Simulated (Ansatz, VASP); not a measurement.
One calculation of Mn, two programs

```
CELL_PARAMETERS angstrom
2.38904 0.00000 0.00000
0.00000 2.38904 0.00000
0.00000 0.00000 2.38904
ATOMIC_POSITIONS crystal
Mn 0.00000 0.00000 0.00000
```

Alike in both runs: task single point; functional PBE; k mesh 8 × 8 × 8; occupations gaussian, width 0.1 eV; collinear spin.

```csv
,VASP,Ansatz
version,VASP 6.6.1,Ansatz 0.2.0
potentials or method,"VASP PAW PBE potentials, release 64 (Mn_pv), cutoff 500 eV","scalar-relativistic, plane waves, PAW"
valence electrons in the cell,13,15
```

```csv
,VASP,Ansatz,Ansatz less VASP
gap on the k mesh at the Fermi level (eV),none,none,-
pressure (GPa),-13.8,-13.8,+0.04
net moment per atom (μB),1.28,1.28,-0.001
size of the moment on the site where the two differ most (μB),1.28,1.25,-0.029
```

Site moments also hang on the region over which each program counts them. A gap of «none» marks a metal or a gap that the smearing closes. VASP's potentials hold 13 valence electrons a cell and Ansatz's 15, so a difference there can come from the potentials and not from the codes.
